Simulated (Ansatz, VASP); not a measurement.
## SnO in VASP and in Ansatz

```
CELL_PARAMETERS angstrom
3.60663 0.00000 0.00000
0.00000 5.67410 0.00000
0.00000 0.00000 4.22197
ATOMIC_POSITIONS crystal
Sn 0.00000 0.23191 0.51314
Sn 0.50000 0.76809 0.01314
O 0.00000 0.89125 0.73686
O 0.50000 0.10875 0.23686
```

Change from the starting cell: strain +0.0750 x Voigt [1, 0, 0, 0, 0, 0], atoms carried along.

Alike in both runs: task single point; functional LDA; k mesh 8 × 6 × 6; occupations gaussian, width 0.05 eV; no spin polarisation.

|  | VASP | Ansatz |
| --- | --- | --- |
| version | VASP 6.6.1 | Ansatz 0.2.0 |
| potentials or method | VASP PAW LDA potentials, release 64 (Sn_d, O), cutoff 520 eV | scalar-relativistic, plane waves, PAW |
| valence electrons in the cell | 40 | 40 |

|  | VASP | Ansatz | Ansatz less VASP |
| --- | --- | --- | --- |
| gap on the k mesh at the Fermi level (eV) | 1.32 | 1.34 | +0.025 |
| least direct gap on the mesh (eV) | 2.12 | 2.14 | +0.025 |
| pressure (GPa) | -9.5 | -9.7 | -0.19 |
| traceless stress, the component that is largest in VASP (GPa) | -3.89 | -3.87 | +0.016 |
| rms of the force components (eV/Å) | 0.587 | 0.620 | +0.0326 |

LDA's correlation is that of Perdew and Zunger in VASP and of Perdew and Wang (1992) in Ansatz. Atom by atom the forces differ by 0.034 eV/Å (rms over components).
